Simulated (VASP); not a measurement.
# Te: single point with BLYP

The system is Te.

```
Te
1.0
    -5.82358    5.42609    1.61195
     5.42609   -5.82358    1.61195
     4.20795    4.20795   -2.33994
Te
2
Direct
  0.08711 0.91289 0.00000
  0.66289 0.33711 0.50000
```

```
Program             : VASP 6.6.1
Task                : single point
Functional          : BLYP
Potentials or basis : VASP PAW PBE potentials, release 64 (Te)
Cutoff              : 520 eV
k mesh              : 19 × 19 × 10
Occupations         : fermi-dirac, width 0.1 eV
Spin                : no spin polarisation
```

```yaml
Pressure: 0.1 GPa
Largest_force: 0.010 eV/Å
Band_gap_on_the_k_mesh: zero (bands 6 and 7 overlap by 2.36 eV)
```

Forces in eV/Å, atoms in the order of the input:
```
Te   0.007 -0.007  0.000
Te  -0.007  0.007  0.000
```

Stress tensor (GPa, compression positive):
```
0.14 0.10 0.06
0.10 0.14 0.06
0.06 0.06 0.07
```

Levels at points of the mesh, in eV from the Fermi level:
```csv
k point,band 2,band 3,band 4,band 5,band 6,band 7,band 8,band 9,band 10,band 11
"(0.00, 0.00, 0.00)",-10.07,-4.76,-2.33,-1.57,1.34,1.49,3.44,3.64,6.59,7.08
"(0.00, 0.00, 0.50)",-11.64,-3.31,-3.31,0.41,0.41,2.33,2.33,4.16,4.16,7.25
```

Wall time 13 min on 4 MPI ranks on Intel(R) Xeon(R) Platinum 8259CL CPU @ 2.50GHz (Skylake/Cascade Lake), on a shared host, peak memory 1.6 GiB a rank.

Caveat: the PAW data sets were made with another functional, which shifts forces and pressure a little; spin-orbit coupling is left out, which moves the levels of the heavy elements.
